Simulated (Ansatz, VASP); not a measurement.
## Two plane-wave programs on InAs3

INCAR

```
SYSTEM = InAs3
PREC = Accurate
ENCUT = 520
EDIFF = 1E-6
ISMEAR = 0
SIGMA = 0.1
LREAL = .False.
LASPH = .True.
NELM = 60
ALGO = Normal
ISIF = 2
LWAVE = .False.
LCHARG = .True.
GGA = PE
LELF = .True.
LVHAR = .True.
NBANDS = 22
```

The input KPOINTS:

```
regular mesh
0
Gamma
  10 10 10
  0 0 0
```

Contents of POSCAR:

```
InAs3
1.0
    0.0000000000      3.4640910064      3.4640910064
    3.4640910064      0.0000000000      3.4640910064
    3.4640910064      3.4640910064      0.0000000000
In As
1 3
Direct
    0.0000000000      0.0000000000      0.0000000000
    0.2500000000      0.2500000000      0.2500000000
    0.7500000000      0.7500000000      0.7500000000
    0.5000000000      0.5000000000      0.5000000000
```

Input for Ansatz:

```yaml
crystal:
  lattice:
    - [0.0, 3.4640910064, 3.4640910064]
    - [3.4640910064, 0.0, 3.4640910064]
    - [3.4640910064, 3.4640910064, 0.0]
  atoms:
    - { symbol: In, position: [0.0, 0.0, 0.0] }
    - { symbol: As, position: [0.25, 0.25, 0.25] }
    - { symbol: As, position: [0.75, 0.75, 0.75] }
    - { symbol: As, position: [0.5, 0.5, 0.5] }
basis:
  ecutwfc: 420
kpoints:
  mp_grid: { grid: [10, 10, 10] }
hamiltonian:
  xc: pbe
scf:
  occupations: { method: gaussian, width: 0.1 }
output:
  forces: true
  stress: true
  eigenvalues: true
  populations: true
```

Alike in both runs: task single point; functional PBE; k mesh 10 × 10 × 10; occupations gaussian, width 0.1 eV; no spin polarisation.

```csv
,VASP,Ansatz
version,VASP 6.6.1,Ansatz 0.2.0
potentials or method,"VASP PAW PBE potentials, release 64 (In_d, As), cutoff 520 eV","scalar-relativistic, plane waves, PAW"
valence electrons in the cell,28,58
```

```tsv
	VASP	Ansatz	Ansatz less VASP
gap on the k mesh at the Fermi level (eV)	none	none	-
pressure (GPa)	0.1	0.1	-0.05
```

A gap of «none» marks a metal or a gap that the smearing closes. VASP's potentials hold 28 valence electrons a cell and Ansatz's 58, so a difference there can come from the potentials and not from the codes.
